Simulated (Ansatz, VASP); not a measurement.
Two plane-wave programs on CuO

INCAR

```
PREC = Accurate ; ENCUT = 820
EDIFF = 1E-6 ; ISMEAR = -1
SIGMA = 0.05 ; LREAL = False
LASPH = True ; NELM = 120
ALGO = Normal ; ISIF = 2
LWAVE = False ; LCHARG = False
GGA = PS ; NBANDS = 33
GGA_COMPAT = False
```

KPOINTS

```
Automatic mesh
0
Gamma
  9 9 5
```

Contents of POSCAR:

```
CuO
1.0
    1.9503245957     -2.1095876644      0.0000000000
    1.9503245957      2.1095876644      0.0000000000
    0.0000000000      0.0000000000      5.0506754463
Cu O
2 2
Direct
    0.5000000000      0.0000000000      0.0000000000
    0.0000000000      0.5000000000      0.5000000000
    0.5000000000      0.5000000000      0.2500000000
    0.5000000000      0.5000000000      0.7500000000
```

File input.yaml:

```yaml
crystal:
  lattice:
    - [1.9503245957, -2.1095876644, 0.0]
    - [1.9503245957, 2.1095876644, 0.0]
    - [0.0, 0.0, 5.0506754463]
  atoms:
    - { symbol: Cu, position: [0.5, 0.0, 0.0] }
    - { symbol: Cu, position: [0.0, 0.5, 0.5] }
    - { symbol: O, position: [0.5, 0.5, 0.25] }
    - { symbol: O, position: [0.5, 0.5, 0.75] }
hamiltonian:
  xc: pbesol
  pseudopotentials: { kind: paw }
kpoints:
  mp_grid: { grid: [9, 9, 5] }
scf:
  occupations: { method: fermi_dirac, width: 0.05 }
output:
  forces: true
  stress: true
  eigenvalues: true
```

Alike in both runs: task single point; functional PBEsol; k mesh 9 × 9 × 5; occupations fermi-dirac, width 0.05 eV; no spin polarisation.

```csv
,VASP,Ansatz
version,VASP 6.6.1,Ansatz 0.2.0
potentials or method,"VASP PAW PBE potentials, release 64 (Cu_sv_GW, O)",Ansatz PAW
plane-wave cutoff (eV),820,420
valence electrons in the cell,50,50
```

|  | VASP | Ansatz | Ansatz less VASP |
| --- | --- | --- | --- |
| gap on the k mesh at the Fermi level (eV) | none | none | - |
| pressure (GPa) | 3.6 | 4.4 | +0.79 |
| traceless stress, the component that is largest in VASP (GPa) | 1.23 | 1.16 | -0.062 |

VASP's potentials were made for PBE, not for PBEsol. A gap of «none» marks a metal or a gap that the smearing closes.
